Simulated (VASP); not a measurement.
Here is a VASP 6.6.1 calculation.

The input INCAR:

```
ALGO = Normal ; DIPOL = 0.5 0.5 0.328
EDIFF = 1E-6 ; ENCUT = 520
GGA = PE ; IDIPOL = 3
ISIF = 2 ; ISMEAR = 0
LASPH = T ; LCHARG = T
LDIPOL = T ; LELF = T
LREAL = Auto ; LVACPOTAV = T
LVHAR = T ; LWAVE = F
NBANDS = 102 ; NELM = 60
PREC = Accurate ; SIGMA = 0.1
```

KPOINTS

```
k-points
0
Gamma
  4 4 1
```

File POSCAR:

```
Ta16H
1.0
    6.6379342676      0.0000000000      0.0000000000
    0.0000000000      6.6379342676      0.0000000000
    0.0000000000      0.0000000000     20.2996559590
Ta H
16 1
Direct
    0.2500000000      0.2500000000      0.1970476745
    0.2500000000      0.7500000000      0.1970476745
    0.7500000000      0.2500000000      0.1970476745
    0.7500000000      0.7500000000      0.1970476745
    0.0000000000      0.0000000000      0.2787970190
    0.0000000000      0.5000000000      0.2787970190
    0.5000000000      0.0000000000      0.2787970190
    0.5000000000      0.5000000000      0.2787970190
    0.2500000000      0.2500000000      0.3599139068
    0.2500000000      0.7500000000      0.3599139068
    0.7500000000      0.2500000000      0.3599139068
    0.7500000000      0.7500000000      0.3599139068
    0.0000000000      0.0000000000      0.4334879358
    0.0000000000      0.5000000000      0.4334879358
    0.5000000000      0.0000000000      0.4334879358
    0.5000000000      0.5000000000      0.4334879358
    0.1250000000      0.1250000000      0.5059737842
```

Potentials or basis: VASP PAW PBE potentials, release 64 (Ta_pv, H).

The run is started by

```console
$ cat potpaw_PBE.64/Ta_pv/POTCAR potpaw_PBE.64/H/POTCAR > POTCAR
$ mpirun -np 1 vasp_std > vasp.out
```

(1) What does it give for the band gap on the k mesh?

(2) What does it give for the largest force?

Answers

(1) zero (an odd number of electrons rules out a gap without spin polarisation).

(2) 1.001 eV/Å.

Caveat: spin-orbit coupling is left out, which moves the levels of the heavy elements.
